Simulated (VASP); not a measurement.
Crystal: Co.

```
CELL_PARAMETERS angstrom
2.48737 0.00000 0.00000
-1.24368 2.15412 0.00000
0.00000 0.00000 4.06329
ATOMIC_POSITIONS crystal
Co 0.66667 0.33333 0.25986
Co 0.33333 0.66667 0.74014
```

Program: VASP 6.6.1. Alike in all runs: task single point; spin collinear, ferromagnetic start; cell as given; k mesh 15 × 15 × 8; cutoff (eV) 520; smearing fermi-dirac 0.15 eV.

Order these runs on this cell by their pressure, lowest first.
A. level BLYP; potentials or basis VASP PAW PBE potentials, release 64 (Co)
B. level PBEsol; potentials or basis VASP PAW PBE potentials, release 64 (Co)
C. level LDA; potentials or basis VASP PAW LDA potentials, release 64 (Co)

C (-18.5 GPa), B (-9.9 GPa), A (9.6 GPa).

Caveats: the cell stands under tension (at least some runs); the PAW data sets were made with another functional, which shifts forces and pressure a little (at least some runs); the cell stands under pressure (at least some runs).
